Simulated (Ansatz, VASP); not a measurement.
Two plane-wave programs on Mn

```
CELL_PARAMETERS angstrom
2.53845 0.00000 0.00000
-1.26922 2.19836 0.00000
0.00000 0.00000 2.37186
ATOMIC_POSITIONS crystal
Mn 0.00000 0.00000 0.00000
```

Alike in both runs: task single point; functional PBEsol; k mesh 9 × 9 × 8; occupations gaussian, width 0.1 eV; collinear spin.

```csv
,VASP,Ansatz
version,VASP 6.6.1,Ansatz 0.2.0
potentials or method,"VASP PAW PBE potentials, release 64 (Mn_pv), cutoff 520 eV","scalar-relativistic, plane waves, PAW"
valence electrons in the cell,13,15
```

```tsv
	VASP	Ansatz	Ansatz less VASP
gap on the k mesh at the Fermi level (eV)	none	none	-
pressure (GPa)	-16.2	-16.6	-0.49
traceless stress, the component that is largest in VASP (GPa)	6.45	6.32	-0.137
net moment per atom (μB)	2.00	1.97	-0.026
size of the moment on the site where the two differ most (μB)	1.96	1.87	-0.087
```

VASP's potentials were made for PBE, not for PBEsol. Site moments also hang on the region over which each program counts them. A gap of «none» marks a metal or a gap that the smearing closes. With one functional, cell and mesh, what is left measures potentials, basis and numerics. VASP's potentials hold 13 valence electrons a cell and Ansatz's 15, so a difference there can come from the potentials and not from the codes.
